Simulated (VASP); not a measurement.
Input of a VASP 6.6.1 run:

INCAR

```
ALGO = Normal ; EDIFF = 1E-6
ENCUT = 500 ; GGA = PE
GGA_COMPAT = F ; ISIF = 2
ISMEAR = 0 ; LASPH = T
LCHARG = F ; LREAL = F
LWAVE = F ; NBANDS = 11
NELM = 120 ; PREC = Accurate
SIGMA = 0.02
```

Contents of KPOINTS:

```
k-points
0
Gamma
  8 8 8
```

The input POSCAR:

```
BP
1.0
    0.0000000000      2.2656445181      2.3082852556
    2.2656445181      0.0000000000      2.3082852556
    2.2656445181      2.2656445181      0.0000000000
B P
1 1
Direct
    0.0000000000      0.0000000000      0.0000000000
    0.2500000000      0.2500000000      0.2500000000
```

Potentials or basis: VASP PAW PBE potentials, release 64 (B, P).

Launch:

```console
$ cat potpaw_PBE.64/B/POTCAR potpaw_PBE.64/P/POTCAR > POTCAR
$ mpirun -np 1 vasp_std > vasp.out
```

Estimate the pressure.

-1.4 GPa.

Predict the band gap on the k mesh.

1.15 eV (least direct gap 3.28 eV).

Stress tensor (GPa, compression positive):
```
 0.31  0.00  0.00
 0.00  0.31  0.00
 0.00  0.00 -4.74
```

Caveat: the cell differs from its parent crystal (strained cell); the stress differs along the axes, from -5 to 0 GPa. A k mesh can miss the band edges.
